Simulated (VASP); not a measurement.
Here is a VASP 6.6.1 calculation.

Contents of INCAR:

```
SYSTEM = Na
  PREC = Accurate
  ENCUT = 520
  EDIFF = 1E-7
  ISMEAR = 0
  SIGMA = 0.15
  LREAL = .FALSE.
  LASPH = .TRUE.
  NELM = 80
  ALGO = Fast
  ISIF = 2
  LWAVE = .FALSE.
  LCHARG = .FALSE.
  GGA = PS
  NBANDS = 14
```

Contents of KPOINTS:

```
Automatic mesh
0
G
  12 12 10
  0 0 0
```

POSCAR

```
Na
1.0
    0.0000000000     -3.6339653128      0.0000000000
   -3.6339653128      0.0000000000      0.0000000000
    0.0000000000      0.0000000000     -5.0935792181
Na
2
Direct
    0.5000000000      0.6094671979      0.5000000000
    0.0000000000     -0.1094671979      0.0000000000
```

Potentials or basis: VASP PAW PBE potentials, release 64 (Na_pv).

Run with:

```bash
$ cat potpaw_PBE.64/Na_pv/POTCAR > POTCAR
$ mpirun -np 1 vasp_std > vasp.out
```

Task: What does it give for the pressure?

Result: 1.1 GPa.

Task: What does it give for the largest force?

Result: 0.268 eV/Å.

Task: What does it give for the band gap on the k mesh?

Result: Zero (bands 7 and 8 overlap by 4.98 eV).

Stress tensor (GPa, compression positive):
```
-0.14  0.00  0.00
 0.00  1.42  0.00
 0.00  0.00  2.01
```

Caveat: the cell differs from its parent crystal (atoms displaced along a vibrational mode, the cell strained); the PAW data sets were made with another functional, which shifts forces and pressure a little.
